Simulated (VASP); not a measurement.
A run of VASP 6.6.1 is set up as follows.

File POSCAR:

```
Ba7Zr8O23
1.0
    8.3619610000      0.0000000000      0.0000000000
    0.0000000000      8.3619610000      0.0000000000
    0.0000000000      0.0000000000      8.3619610000
Ba Zr O
7 8 23
Direct
    0.9913670000      0.9918450000      0.9989670000
    0.9908400000      0.9911120000      0.5002570000
    0.9901170000      0.5062000000      0.0002900000
    0.9782380000      0.5052430000      0.5000180000
    0.5057790000      0.9905090000      0.0002730000
    0.5048280000      0.9786220000      0.4999710000
    0.5064140000      0.5068430000      0.0014510000
    0.2526690000      0.2531430000      0.2675080000
    0.2527470000      0.2532780000      0.7329600000
    0.2501380000      0.7465860000      0.2485340000
    0.2504730000      0.7460630000      0.7516600000
    0.7462030000      0.2505110000      0.2485650000
    0.7456830000      0.2508360000      0.7515650000
    0.7455380000      0.7459820000      0.2526270000
    0.7453810000      0.7457710000      0.7474580000
    0.2423170000      0.2434620000      0.5001440000
    0.2478250000      0.7577990000      0.0002280000
    0.2444320000      0.7692720000      0.5003350000
    0.7569920000      0.2478940000      0.0002260000
    0.7689610000      0.2451110000      0.5002750000
    0.7510630000      0.7517800000      0.0003770000
    0.7588160000      0.7588540000      0.5003640000
    0.0082690000      0.2499870000      0.2294200000
    0.0090650000      0.2508620000      0.7716540000
    0.0001780000      0.7512590000      0.2529040000
    0.0002660000      0.7515360000      0.7481780000
    0.4942630000      0.2463680000      0.2152420000
    0.4952020000      0.2469860000      0.7835450000
    0.4991590000      0.7617310000      0.2443800000
    0.4992900000      0.7627640000      0.7565430000
    0.2496130000      0.0086390000      0.2298880000
    0.2502080000      0.0095340000      0.7715020000
    0.2459430000      0.4947060000      0.2150730000
    0.2469650000      0.4955430000      0.7840140000
    0.7508910000      0.0005540000      0.2532440000
    0.7515720000      0.0006310000      0.7479070000
    0.7614100000      0.4995290000      0.2441160000
    0.7620760000      0.4996720000      0.7569180000
```

INCAR.step1

```
  PREC = Accurate
  ENCUT = 520
  ISMEAR = -1
  SIGMA = 0.05
  LREAL = Auto
  LASPH = True
  NELM = 80
  NBANDS = 177
  ISYM = 0
  GGA = PE
  ALGO = Normal
  EDIFF = 1E-4
  LWAVE = True
  LCHARG = False
```

Contents of INCAR.step2:

```
  PREC = Accurate
  ENCUT = 520
  EDIFF = 1E-6
  ISMEAR = -1
  SIGMA = 0.05
  LREAL = Auto
  LASPH = True
  NELM = 80
  ALGO = Normal
  ISIF = 2
  LWAVE = False
  LCHARG = False
  METAGGA = R2SCAN
  LMIXTAU = True
  NBANDS = 177
  ISYM = 0
  ISTART = 1
```

Contents of KPOINTS:

```
Automatic mesh
0
Gamma
  1 1 1
  0.25 0.25 0.25
```

Potentials or basis: VASP PAW PBE potentials, release 64 (Ba_sv, Zr_sv, O).

Launch:

```bash
$ cat potpaw_PBE.64/Ba_sv/POTCAR potpaw_PBE.64/Zr_sv/POTCAR potpaw_PBE.64/O/POTCAR > POTCAR
$ cp INCAR.step1 INCAR
$ mpirun -np 1 vasp_std > vasp.out
$ cp INCAR.step2 INCAR
$ mpirun -np 1 vasp_std > vasp.out
```

(1) Estimate the band gap on the k mesh.

(2) What does it give for the largest force?

(3) Predict the pressure.

Answers

(1) 3.52 eV.

(2) 0.225 eV/Å.

(3) 2.2 GPa.

Caveat: the PAW data sets were made with another functional, which shifts forces and pressure a little; spin-orbit coupling is left out, which moves the levels of the heavy elements.
